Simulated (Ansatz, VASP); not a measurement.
V: VASP beside Ansatz

```
CELL_PARAMETERS angstrom
-1.51300 1.51300 1.51300
1.51300 -1.51300 1.51300
1.51300 1.51300 -1.51300
ATOMIC_POSITIONS crystal
V 0.00000 0.00000 0.00000
```

Alike in both runs: task single point; functional PBEsol; k mesh 6 × 6 × 6; occupations gaussian, width 0.1 eV; collinear spin.

|  | VASP | Ansatz |
| --- | --- | --- |
| version | VASP 6.6.1 | Ansatz 0.2.0 |
| potentials or method | VASP PAW PBE potentials, release 64 (V_sv), cutoff 500 eV | scalar-relativistic, plane waves, PAW |
| valence electrons in the cell | 13 | 13 |

```tsv
	VASP	Ansatz	Ansatz less VASP
gap on the k mesh at the Fermi level (eV)	none	none	-
pressure (GPa)	-10.3	-10.4	-0.07
net moment per atom (μB)	0.61	0.60	-0.003
size of the moment on the site where the two differ most (μB)	0.48	0.45	-0.027
```

VASP's potentials were made for PBE, not for PBEsol. Site moments also hang on the region over which each program counts them. A gap of «none» marks a metal or a gap that the smearing closes. With one functional, cell and mesh, what is left measures potentials, basis and numerics.

The k mesh is coarse, so the values compare programs but aren't converged.
